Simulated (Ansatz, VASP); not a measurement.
**Two plane-wave programs on Sr**

File INCAR:

```
PREC = Accurate ; ENCUT = 520
EDIFF = 1E-7 ; ISMEAR = 0
SIGMA = 0.03 ; LREAL = False
LASPH = True ; NELM = 100
ALGO = Normal ; ISIF = 2
LWAVE = False ; LCHARG = True
GGA = PS ; LELF = True
LVHAR = True ; NBANDS = 11
```

File KPOINTS:

```
regular mesh
0
Gamma
  10 10 10
```

POSCAR

```
Sr
1.0
    0.0228176250      3.0423500000      3.0423500000
    3.0423500000      0.0228176250      3.0423500000
    3.0651676250      3.0651676250      0.0000000000
Sr
1
Direct
    0.0000000000      0.0000000000      0.0000000000
```

Input for Ansatz:

```yaml
crystal:
  lattice:
    - [0.022817625, 3.04235, 3.04235]
    - [3.04235, 0.022817625, 3.04235]
    - [3.065167625, 3.065167625, 0.0]
  atoms:
    - { symbol: Sr, position: [0.0, 0.0, 0.0] }
basis:
  ecutwfc: 420
kpoints:
  mp_grid: { grid: [10, 10, 10] }
hamiltonian:
  xc: pbesol
scf:
  occupations: { method: gaussian, width: 0.03 }
output:
  forces: true
  stress: true
  eigenvalues: true
```

Change from the starting cell: strain +0.0150 x Voigt [0, 0, 0, 0, 0, 1], atoms carried along.

Alike in both runs: task single point; functional PBEsol; k mesh 10 × 10 × 10; occupations gaussian, width 0.03 eV; no spin polarisation.

|  | VASP | Ansatz |
| --- | --- | --- |
| version | VASP 6.6.1 | Ansatz 0.2.0 |
| potentials or method | VASP PAW PBE potentials, release 64 (Sr_sv), cutoff 520 eV | scalar-relativistic, plane waves, PAW |
| valence electrons in the cell | 10 | 10 |

```csv
,VASP,Ansatz,Ansatz less VASP
gap on the k mesh at the Fermi level (eV),none,none,-
pressure (GPa),-0.9,-0.9,-0.01
"traceless stress, the component that is largest in VASP (GPa)",-0.06,-0.05,+0.004
```

VASP's potentials were made for PBE, not for PBEsol. A gap of «none» marks a metal or a gap that the smearing closes.
